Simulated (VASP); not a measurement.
# Fe (Pm-3m) in VASP: notebook

Fe is run at these levels: PBEsol; tasks: single point.

Program: VASP 6.6.1. These are calculated values, not measurements. Logs are shortened: lines on timing, memory, paths and dates and some standing lists are left out, and cuts for length are marked.

## 1. The cell of the first run

It takes space group Pm-3m (No. 221, cubic). Conventional cell: a = 2.237 Å, b = 2.237 Å, c = 2.237 Å, α = 90.00°, β = 90.00°, γ = 90.00°. Fe (site symmetry m-3m) has 6 Fe at 2.24 Å within 3.0 Å.

## 2. Single point, PBEsol

Input file INCAR:

```
PREC = Accurate ; ENCUT = 520
EDIFF = 1E-6 ; ISMEAR = -1
SIGMA = 0.1 ; LREAL = F
LASPH = T ; NELM = 100
ALGO = Normal ; ISIF = 2
LWAVE = F ; LCHARG = F
GGA = PS ; NBANDS = 10
```

Input file KPOINTS:

```
regular mesh
0
Gamma
  13 13 13
```

Input file POSCAR:

```
Fe
1.0
    2.2366748955      0.0000000000      0.0000000000
    0.0000000000      2.2366748955      0.0000000000
    0.0000000000      0.0000000000      2.2366748955
Fe
1
Direct
    0.0000000000      0.0000000000      0.0000000000
```

Potentials or basis: VASP PAW PBE potentials, release 64 (Fe).

Started as:

```
> cat potpaw_PBE.64/Fe/POTCAR > POTCAR
> mpirun -np 1 vasp_std > vasp.out
```

OUTCAR:

```text
PREC = Accurate
   ENCUT = 520
   EDIFF = 1E-6
   ISMEAR = -1
   LREAL = F
   LASPH = T
   NELM = 100
   ISIF = 2
   GGA = PS

 ion  position               nearest neighbor table
   1  0.000  0.000  0.000-

  LATTYP: Found a simple cubic cell.
 ALAT       =     2.2366748955

  Lattice vectors:

 A1 = (   2.2366748955,   0.0000000000,   0.0000000000)
 A2 = (   0.0000000000,   2.2366748955,   0.0000000000)
 A3 = (   0.0000000000,   0.0000000000,   2.2366748955)

Analysis of symmetry for initial positions (statically):
=====================================================================
 Subroutine PRICEL returns:
 Original cell was already a primitive cell.

 Routine SETGRP: Setting up the symmetry group for a
 simple cubic supercell.

 Subroutine GETGRP returns: Found 48 space group operations
 (whereof 48 operations were pure point group operations)
 out of a pool of 48 trial point group operations.

The static configuration has the point symmetry O_h .

Analysis of symmetry for dynamics (positions and initial velocities):
=====================================================================
 Subroutine PRICEL returns:
 Original cell was already a primitive cell.

 Routine SETGRP: Setting up the symmetry group for a
 simple cubic supercell.

 Subroutine GETGRP returns: Found 48 space group operations
 (whereof 48 operations were pure point group operations)
 out of a pool of 48 trial point group operations.

The dynamic configuration has the point symmetry O_h .

 Subroutine INISYM returns: Found 48 space group operations
 (whereof 48 operations are pure point group operations),
 and found     1 'primitive' translations

----------------------------------------------------------------------------------------

                                     Primitive cell

  volume of cell :      11.1894

  direct lattice vectors                    reciprocal lattice vectors
     2.236674896  0.000000000  0.000000000     0.447092245  0.000000000  0.000000000
     0.000000000  2.236674896  0.000000000     0.000000000  0.447092245  0.000000000
     0.000000000  0.000000000  2.236674896     0.000000000  0.000000000  0.447092245

  length of vectors
     2.236674896  2.236674896  2.236674896     0.447092245  0.447092245  0.447092245

  position of ions in fractional coordinates (direct lattice)
     0.000000000  0.000000000  0.000000000

  ion indices of the primitive-cell ions
   primitive index   ion index
                 1           1

----------------------------------------------------------------------------------------

 KPOINTS: regular mesh

Automatic generation of k-mesh.
 Grid dimensions read from file:
 generate k-points for:   13   13   13

 Generating k-lattice:

  Cartesian coordinates                     Fractional coordinates (reciprocal lattice)
     0.034391711  0.000000000  0.000000000     0.076923077  0.000000000  0.000000000
     0.000000000  0.034391711  0.000000000     0.000000000  0.076923077  0.000000000
     0.000000000  0.000000000  0.034391711     0.000000000  0.000000000  0.076923077

  Length of vectors
     0.034391711  0.034391711  0.034391711

  Shift w.r.t. Gamma in fractional coordinates (k-lattice)
     0.000000000  0.000000000  0.000000000

 Subroutine IBZKPT returns following result:
 ===========================================

 Found     84 irreducible k-points:

 Following reciprocal coordinates:
            Coordinates               Weight
  0.000000  0.000000  0.000000      1.000000
  0.076923  0.000000  0.000000      6.000000
  0.153846  0.000000  0.000000      6.000000
  0.230769  0.000000  0.000000      6.000000
  0.307692  0.000000  0.000000      6.000000
  0.384615  0.000000  0.000000      6.000000
[... 16 lines left out ...]
  0.307692  0.307692  0.000000     12.000000
  0.384615  0.307692  0.000000     24.000000
 [... further k-points ...]
   k-points           NKPTS =     84   k-points in BZ     NKDIM =     84   number of bands    NBANDS=     10
   number of dos      NEDOS =    301   number of ions     NIONS =      1
   total plane-waves  NPLWV =   5832
   dimension x,y,z NGX =    18 NGY =   18 NGZ =   18
   dimension x,y,z NGXF=    36 NGYF=   36 NGZF=   36
   ions per type =               1
   NGX,Y,Z   is equivalent  to a cutoff of  13.38, 13.38, 13.38 a.u.
   NGXF,Y,Z  is equivalent  to a cutoff of  26.76, 26.76, 26.76 a.u.
 SYSTEM =  unknown system
   PREC   = accura    normal or accurate (medium, high low for compatibility)
   ISTART =      0    job   : 0-new  1-cont  2-samecut
   ICHARG =      2    charge: 1-file 2-atom 10-const
   ISPIN  =      1    spin polarized calculation?
   LNONCOLLINEAR =      F non collinear calculations
   LSORBIT =      F    spin-orbit coupling
   LASPH  =      T    aspherical Exc in radial PAW
   ENCUT  =  520.0 eV  38.22 Ry    6.18 a.u.   4.16  4.16  4.16*2*pi/ulx,y,z
   NELM   =    100;   NELMIN=  2; NELMDL= -5     # of ELM steps
   EDIFF  = 0.1E-05   stopping-criterion for ELM
   LREAL  =      F    real-space projection
   EDIFFG = 0.1E-04   stopping-criterion for IOM
   NSW    =      0    number of steps for IOM
   IBRION =     -1    ionic relax: 0-MD 1-quasi-New 2-CG
   NFREE  =      0    steps in history (QN), initial steepest desc. (CG)
   ISIF   =      2    stress and relaxation
   ISYM   =      2    0-nonsym 1-usesym 2-fastsym
   POTIM  = 0.5000    time-step for ionic-motion
   TEBEG  =    0.0;   TEEND  =   0.0 temperature during run
   PSTRESS=    0.0 pullay stress
   NELECT =       8.0000    total number of electrons
   NUPDOWN=      -1.0000    fix difference up-down
   EMIN   =  10.00;   EMAX   =-10.00  energy-range for DOS
   EFERMI =   0.00;   METHOD = LEGACY
   ISMEAR =    -1;   SIGMA  =   0.10  broadening in eV -4-tet -1-fermi 0-gaus
   EFERMI_NEDOS =   21; number of points for ismear=-14 and -15
   IALGO  =     38    algorithm
   IMIX   =      4    mixing-type and parameters
     AMIX     =   0.40;   BMIX     =  1.00
     AMIX_MAG =   1.60;   BMIX_MAG =  1.00
  volume/ion in A,a.u.               =      11.19        75.51
  Fermi-wavevector in a.u.,A,eV,Ry     =   1.463868  2.766310 29.156060  2.142910
  Thomas-Fermi vector in A             =   2.579912
   LORBIT       =      0    0 simple, 1 ext, 2 COOP (PROOUT), +10 PAW based schemes
   GGA     = PS    functional components
   LHFCALC =     F    Hartree Fock is set to
   AEXX    =    0.0000 exact exchange contribution
   IVDW    =     0    specifies the selected vdW correction
   LEPSILON=     F    determine dielectric tensor
   LRPA    =     F    only Hartree local field effects (RPA)
 non-spin polarized calculation
  energy-cutoff  :      520.00
  volume of cell :       11.19
 maximum number of plane-waves:       312
 NGX is ok and might be reduce to    18
   NGX =  9   NGY =  9   NGZ =  9

 number of electron       8.0000011 magnetization

 Free energy of the ion-electron system (eV)
  ---------------------------------------------------
  ext. energy  EPLUGINS =         0.00000000
  ---------------------------------------------------
  free energy    TOTEN  =        -7.90145189 eV

  energy without entropy =       -7.82900618  energy(sigma->0) =       -7.86522904

 E-fermi :   6.0681     XC(G=0): -13.2946

 val. band max:        6.0542862728   @ k =   0.3077   0.0769   0.0769
 cond. band min:       6.0878460684   @ k =   0.3077   0.3077   0.0769
 fundamental gap:      0.0335597956
 Fermi energy:         6.0680995127

 k-point     1 :       0.0000    0.0000    0.0000
  band No.  band energies     occupation
      1      -2.5033      2.00000
      2       2.0501      2.00000
      3       2.0501      2.00000
      4       7.1022      0.00006
      5       7.1022      0.00006
      6       7.1022      0.00006
      7      27.2589      0.00000
      8      27.2589      0.00000
      9      27.2589      0.00000
     10      31.4839      0.00000

 k-point     2 :       0.0769    0.0000    0.0000
  band No.  band energies     occupation
      1      -2.3057      2.00000
      2       2.0872      2.00000
      3       2.1725      2.00000
      4       6.9934      0.00019
      5       6.9934      0.00019
      6       7.1108      0.00006
      7      25.1593      0.00000
      8      27.5406      0.00000
      9      27.5406      0.00000
     10      31.4436      0.00000

 k-point     3 :       0.1538    0.0000    0.0000
  band No.  band energies     occupation
      1      -1.7353      2.00000
      2       2.1910      2.00000
      3       2.5236      2.00000
      4       6.7005      0.00358
      5       6.7005      0.00358
      6       7.1346      0.00005
      7      21.8781      0.00000
      8      28.3548      0.00000
      9      28.3548      0.00000
     10      31.3233      0.00000

 k-point     4 :       0.2308    0.0000    0.0000
  band No.  band energies     occupation
      1      -0.8601      2.00000
      2       2.3406      2.00000
      3       3.0528      2.00000
      4       6.3074      0.16746
      5       6.3074      0.16746
      6       7.1684      0.00003
      7      18.7112      0.00000
      8      29.6257      0.00000
      9      29.6257      0.00000
     10      31.1292      0.00000
[... 222 lines left out ...]
 k-point    22 :       0.4615    0.2308    0.0000
  band No.  band energies     occupation
      1       2.2287      2.00000
      2       2.8340      2.00000
      3       4.4216      2.00000
      4       5.5822      1.98460
      5       6.5629      0.01410
      6       8.3067      0.00000
      7      12.5102      0.00000
      8      24.4552      0.00000
      9      28.1097      0.00000
     10      34.0545      0.00000

 k-point    23 :       0.3077    0.3077    0.0000
  band No.  band energies     occupation
      1       1.5550      2.00000
      2       2.9154      2.00000
      3       5.1214      1.99985
      4       6.0511      1.08485
      5       6.1846      0.47549
      6       6.5122      0.02330
      7      16.5015      0.00000
      8      20.4883      0.00000
      9      29.5950      0.00000
     10      34.2517      0.00000

 k-point    24 :       0.3846    0.3077    0.0000
  band No.  band energies     occupation
      1       1.6503      2.00000
      2       2.9690      2.00000
      3       5.5923      1.98298
      4       5.8212      1.84393
      5       6.1843      0.47648
      6       7.7888      0.00000
      7      14.6497      0.00000
      8      20.9260      0.00000
      9      27.1840      0.00000
     10      34.8650      0.00000

 [... further k-points ...]
[... 5 lines left out ...]
  --------------------------------------------------------------------------------------
  -------------------------------------------------------------------------------------
  Total       -0.0483200     -0.0483200     -0.0483200      0.0000000      0.0000000      0.0000000
  in kB       -6.9187772     -6.9187772     -6.9187772      0.0000000      0.0000000      0.0000000
  external PRESSURE =      -6.9187772 kB  Pullay stress =       0.0000000 kB

 VOLUME and BASIS-vectors are now :
 -----------------------------------------------------------------------------
  energy-cutoff  :      520.00
  volume of cell :       11.19
      direct lattice vectors                 reciprocal lattice vectors
     2.236674896  0.000000000  0.000000000     0.447092245  0.000000000  0.000000000
     0.000000000  2.236674896  0.000000000     0.000000000  0.447092245  0.000000000
     0.000000000  0.000000000  2.236674896     0.000000000  0.000000000  0.447092245

 POSITION                                       TOTAL-FORCE (eV/Angst)
 -----------------------------------------------------------------------------------
      0.00000      0.00000      0.00000         0.000000      0.000000      0.000000
 -----------------------------------------------------------------------------------
    total drift:                                0.000000      0.000000      0.000000

  FREE ENERGIE OF THE ION-ELECTRON SYSTEM (eV)
  ---------------------------------------------------
  free  energy   TOTEN  =        -7.9014518936 eV

  energy  without entropy=       -7.8290061795  energy(sigma->0) =       -7.86522904
```

Run time: 5.4 s. Hardware: 1 thread of Intel Xeon 6975P-C, shared host; peak memory 0.12 GiB.

What came out:

```yaml
Free_energy: -7.9015 eV
Pressure: -0.7 GPa
Band_gap_on_the_k_mesh: zero (band 4 reaches 8.21 eV, above the bottom of band 5 at 5.43 eV)
```

Levels at points of the mesh, in eV from the Fermi level:
| k point | band 2 | band 3 | band 4 | band 5 | band 6 | band 7 |
| --- | --- | --- | --- | --- | --- | --- |
| (0.00, 0.00, 0.00) | -4.02 | -4.02 | 1.03 | 1.03 | 1.03 | 21.19 |

Caveat: the PAW data sets were made with another functional, which shifts forces and pressure a little; the run has no spin polarisation, though such a crystal can be magnetic. Spin polarisation is off, so any magnetic state and its effect on volume and gap are missing.

## 3. Single point, PBEsol (volume scaled by 0.88)

Input file INCAR:

```
PREC = Accurate
ENCUT = 520
EDIFF = 1E-6
ISMEAR = -1
SIGMA = 0.1
LREAL = False
LASPH = True
NELM = 60
ALGO = Normal
ISIF = 2
LWAVE = False
LCHARG = False
GGA = PS
NBANDS = 10
```

Input file KPOINTS:

```
regular mesh
0
Gamma
  16 16 16
```

Input file POSCAR:

```
Fe
1.0
    2.1433697016      0.0000000000      0.0000000000
    0.0000000000      2.1433697016      0.0000000000
    0.0000000000      0.0000000000      2.1433697016
Fe
1
Direct
    0.0000000000      0.0000000000      0.0000000000
```

Potentials or basis: VASP PAW PBE potentials, release 64 (Fe).

Started as:

```
> cat potpaw_PBE.64/Fe/POTCAR > POTCAR
> mpirun -np 1 vasp_std > vasp.out
```

Run time: 5.2 s. Hardware: 1 thread of Intel Xeon 6975P-C, shared host; peak memory 0.13 GiB.

It converged, with:

* Free energy: -7.7644 eV
* Pressure: 38.1 GPa
* Band gap on the k mesh: zero (band 4 reaches 10.30 eV, above the bottom of band 5 at 6.69 eV)

Levels at points of the mesh, in eV from the Fermi level:
| k point | band 2 | band 3 | band 4 | band 5 | band 6 | band 7 |
| --- | --- | --- | --- | --- | --- | --- |
| (0.00, 0.00, 0.00) | -4.79 | -4.79 | 1.24 | 1.24 | 1.24 | 22.93 |
| (0.50, 0.00, 0.00) | -3.97 | -1.59 | -0.82 | -0.82 | 1.43 | 7.10 |
| (0.50, 0.50, 0.00) | -3.13 | -0.38 | -0.38 | 2.63 | 6.57 | 6.57 |
| (0.50, 0.50, 0.50) | -4.49 | -4.49 | 2.74 | 2.74 | 13.12 | 15.84 |

Caveat: the PAW data sets were made with another functional, which shifts forces and pressure a little; the run has no spin polarisation, though such a crystal can be magnetic. Spin polarisation is off, so any magnetic state and its effect on volume and gap are missing.

## 4. Single point, PBEsol (volume scaled by 0.92)

Input file INCAR:

```
ALGO = Normal
EDIFF = 1E-6
ENCUT = 520
GGA = PS
ISIF = 2
ISMEAR = -1
LASPH = T
LCHARG = T
LELF = T
LREAL = F
LVHAR = T
LWAVE = F
NBANDS = 10
NELM = 60
PREC = Accurate
SIGMA = 0.1
```

Input file KPOINTS:

```
k-points
0
Gamma
  16 16 16
```

Input file POSCAR:

```
Fe
1.0
    2.1753650113      0.0000000000      0.0000000000
    0.0000000000      2.1753650113      0.0000000000
    0.0000000000      0.0000000000      2.1753650113
Fe
1
Direct
    0.0000000000      0.0000000000      0.0000000000
```

Potentials or basis: VASP PAW PBE potentials, release 64 (Fe).

Started as:

```
> cat potpaw_PBE.64/Fe/POTCAR > POTCAR
> mpirun -np 1 vasp_std > vasp.out
```

OUTCAR:

```text
EDIFF = 1E-6
   ENCUT = 520
   GGA = PS
   ISIF = 2
   ISMEAR = -1
   LASPH = T
   LREAL = F
   NELM = 60
   PREC = Accurate

 ion  position               nearest neighbor table
   1  0.000  0.000  0.000-

  LATTYP: Found a simple cubic cell.
 ALAT       =     2.1753650113

  Lattice vectors:

 A1 = (   2.1753650113,   0.0000000000,   0.0000000000)
 A2 = (   0.0000000000,   2.1753650113,   0.0000000000)
 A3 = (   0.0000000000,   0.0000000000,   2.1753650113)

Analysis of symmetry for initial positions (statically):
[... 479 lines left out ...]
      2       3.7398      2.00000
      3       4.0444      2.00000
      4       6.3153      1.99823
      5       7.9066      0.00028
      6       8.0896      0.00004
      7      13.7477      0.00000
      8      30.1857      0.00000
      9      34.7819      0.00000
     10      35.2501      0.00000

 [... further k-points ...]
[... 5 lines left out ...]
  --------------------------------------------------------------------------------------
  -------------------------------------------------------------------------------------
  Total        1.4262616      1.4262616      1.4262616      0.0000000      0.0000000      0.0000000
  in kB      221.9797415    221.9797415    221.9797415      0.0000000      0.0000000      0.0000000
  external PRESSURE =     221.9797415 kB  Pullay stress =       0.0000000 kB

 VOLUME and BASIS-vectors are now :
 -----------------------------------------------------------------------------
  energy-cutoff  :      520.00
  volume of cell :       10.29
      direct lattice vectors                 reciprocal lattice vectors
     2.175365011  0.000000000  0.000000000     0.459692969  0.000000000  0.000000000
     0.000000000  2.175365011  0.000000000     0.000000000  0.459692969  0.000000000
     0.000000000  0.000000000  2.175365011     0.000000000  0.000000000  0.459692969

 POSITION                                       TOTAL-FORCE (eV/Angst)
 -----------------------------------------------------------------------------------
      0.00000      0.00000      0.00000         0.000000      0.000000      0.000000
 -----------------------------------------------------------------------------------
    total drift:                               -0.000000     -0.000000      0.000000

  FREE ENERGIE OF THE ION-ELECTRON SYSTEM (eV)
  ---------------------------------------------------
  free  energy   TOTEN  =        -7.8477694212 eV

  energy  without entropy=       -7.7846488560  energy(sigma->0) =       -7.81620914
```

OSZICAR:

```text
N       E                     dE             d eps       ncg     rms          rms(c)
DAV:   1     0.173216038558E+02    0.17322E+02   -0.44112E+03  3500   0.107E+03
DAV:   2    -0.837074920953E+01   -0.25692E+02   -0.24428E+02  3324   0.132E+02
DAV:   3    -0.888040445108E+01   -0.50966E+00   -0.50236E+00  3758   0.233E+01
DAV:   4    -0.888249436776E+01   -0.20899E-02   -0.20895E-02  3636   0.138E+00
DAV:   5    -0.888250844986E+01   -0.14082E-04   -0.14081E-04  3696   0.108E-01    0.118E+01
DAV:   6    -0.792591077585E+01    0.95660E+00   -0.78830E+00  3588   0.433E+01    0.157E+00
DAV:   7    -0.786286946997E+01    0.63041E-01   -0.33928E-01  3624   0.934E+00    0.128E+00
DAV:   8    -0.784906131678E+01    0.13808E-01   -0.88825E-03  4772   0.658E-01    0.372E-01
DAV:   9    -0.784779193173E+01    0.12694E-02   -0.10195E-03  4194   0.267E-01    0.519E-02
DAV:  10    -0.784777214442E+01    0.19787E-04   -0.13852E-05  3968   0.325E-02    0.855E-03
DAV:  11    -0.784776942288E+01    0.27215E-05   -0.34459E-07  2002   0.727E-03    0.736E-04
DAV:  12    -0.784776942116E+01    0.17203E-08   -0.11656E-08  1750   0.996E-04
   1 F= -.78477694E+01 E0= -.78162091E+01  d E =-.631206E-01
```

It took 5 s on 1 thread of Intel Xeon 6975P-C, shared host; peak memory 0.12 GiB.

What came out:

| Property | Result |
| --- | --- |
| Free energy | -7.8478 eV |
| Pressure | 22.2 GPa |
| Band gap on the k mesh | zero (band 4 reaches 9.59 eV, above the bottom of band 5 at 6.21 eV) |

Caveat: the PAW data sets were made with another functional, which shifts forces and pressure a little; the run has no spin polarisation, though such a crystal can be magnetic. Spin polarisation is off, so any magnetic state and its effect on volume and gap are missing.

## 5. Overview

| cell | k mesh | gap on the mesh (eV) | pressure (GPa) |
| --- | --- | --- | --- |
| a = 2.237 Å, 1 atom | 13 × 13 × 13 | none | -0.7 |
| a = 2.143 Å, 1 atom | 16 × 16 × 16 | none | 38.1 |
| a = 2.175 Å, 1 atom | 16 × 16 × 16 | none | 22.2 |

Alike in all rows: task single point; level PBEsol; potentials or basis VASP PAW PBE potentials, release 64 (Fe); no spin polarisation; cutoff (eV) 520; smearing fermi-dirac 0.1 eV.

Caveats: the PAW data sets were made with another functional, which shifts forces and pressure a little; the run has no spin polarisation, though such a crystal can be magnetic.

Total energies depend on the potentials used, so only differences within one code and one set of settings carry meaning.
